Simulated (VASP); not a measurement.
Set up this calculation in VASP 6.6.1, as the native input.

* Task: single point
* Functional: PBE
* Potentials or basis: VASP PAW PBE potentials, release 64 (Ta_pv, N)
* Cutoff: 600 eV
* k mesh: 6 × 6 × 6
* Occupations: gaussian, width 0.1 eV
* Spin: no spin polarisation
* Dipole correction: no
* Further INCAR settings: ALGO = Normal; EDIFF = 1e-06; NBANDS = 15

The structure of TaN lies in POSCAR:

```
TaN
1.0
    2.9379988584      0.0000000000      0.0000000000
   -1.4689994292      2.5443816477      0.0000000000
    0.0000000000      0.0000000000      2.8830000000
Ta N
1 1
Direct
    0.3333333333      0.6666666667      0.5000000000
    0.0000000000      0.0000000000      0.0000000000
```

The input as run:

INCAR

```
ALGO = Normal ; EDIFF = 1E-6
ENCUT = 600 ; GGA = PE
GGA_COMPAT = False ; ISIF = 2
ISMEAR = 0 ; LASPH = True
LCHARG = False ; LREAL = False
LWAVE = False ; NBANDS = 15
NELM = 120 ; PREC = Accurate
SIGMA = 0.1
```

KPOINTS

```
k-points
0
Gamma
  6 6 6
```

Potentials or basis: VASP PAW PBE potentials, release 64 (Ta_pv, N).

Run with:

```sh
$ cat potpaw_PBE.64/Ta_pv/POTCAR potpaw_PBE.64/N/POTCAR > POTCAR
$ mpirun -np 1 vasp_std > vasp.out
```

Results of the run:

```
Pressure               : 5.3 GPa
Band gap on the k mesh : zero (band 8 reaches 8.49 eV, above the bottom of band 9 at 8.17 eV)
```

Caveat: the k points lie up to 0.41 Å⁻¹ apart; spin-orbit coupling is left out, which moves the levels of the heavy elements.

It took 7.4 s on 1 thread of Intel(R) Xeon(R) Platinum 8488C (Sapphire Rapids), on a shared host, peak memory 0.14 GiB.
